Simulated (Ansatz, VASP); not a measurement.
Two plane-wave programs on GaF

```
CELL_PARAMETERS angstrom
0.00000 2.84624 2.84624
2.84624 0.00000 2.84624
2.84624 2.84624 0.00000
ATOMIC_POSITIONS crystal
Ga 0.25000 0.25000 0.25000
F 0.00000 0.00000 0.00000
```

Alike in both runs: task relaxation of cell and atoms; functional HSE06; k mesh 4 × 4 × 4; occupations fermi-dirac, width 0.05 eV; no spin polarisation.

```csv
,VASP,Ansatz
version,VASP 6.6.1,Ansatz 0.2.0
potentials or method,"VASP PAW PBE potentials, release 64 (Ga_d, F)",Ansatz PAW
plane-wave cutoff (eV),600,420
valence electrons in the cell,20,20
```

|  | VASP | Ansatz | Ansatz less VASP |
| --- | --- | --- | --- |
| gap on the k mesh at the Fermi level, each at its own relaxed structure (eV) | 3.05 | 3.06 | +0.006 |
| relaxed volume (Å³/atom) | 22.90 | 22.92 | +0.020 |
| relaxed cell length with the largest relative difference (Å) | 4.016 | 4.017 | +0.0012 |

The k mesh is coarse, so the values compare programs but aren't converged. Noted on Ansatz's run: the plane-wave basis is chosen anew once the cell has moved, so the energies of steps on either side of that aren't comparable.
